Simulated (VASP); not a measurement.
The system is BN.

```xyz
4
Lattice="2.5360 0.0000 0.0000 -1.2680 2.1962 0.0000 0.0000 0.0000 4.1990" Properties=species:S:1:pos:R:3 pbc="T T T"
B     1.2680    0.7321    0.0000
B     0.0000    1.4642    2.0995
N     1.2680    0.7321    1.5746
N     0.0000    1.4642    3.6741
```

Base run:

| Property | Result |
| --- | --- |
| Program | VASP 6.6.1 |
| Functional | LDA |
| Potentials or basis | VASP PAW LDA potentials, release 64 (B, N) |
| Cutoff | 600 eV |
| k mesh | 12 × 12 × 7 |
| Occupations | gaussian, width 0.01 eV |
| Spin | no spin polarisation |

Its results: band gap on the k mesh 4.97 eV, indirect (least direct gap 8.22 eV); pressure -5.5 GPa; largest force 0.050 eV/Å.

Problem. After a change of settings the same cell gave: band gap on the k mesh 4.91 eV, indirect (least direct gap 8.24 eV); pressure -3.7 GPa; largest force 0.202 eV/Å. Which change was it?
A. k mesh from 12 × 12 × 7 to 3 × 3 × 2
B. k mesh from 12 × 12 × 7 to 6 × 6 × 3
C. k mesh from 12 × 12 × 7 to 10 × 10 × 5
D. k mesh from 12 × 12 × 7 to 8 × 8 × 4

Solution. A.

Caveats: some runs use coarse meshes.
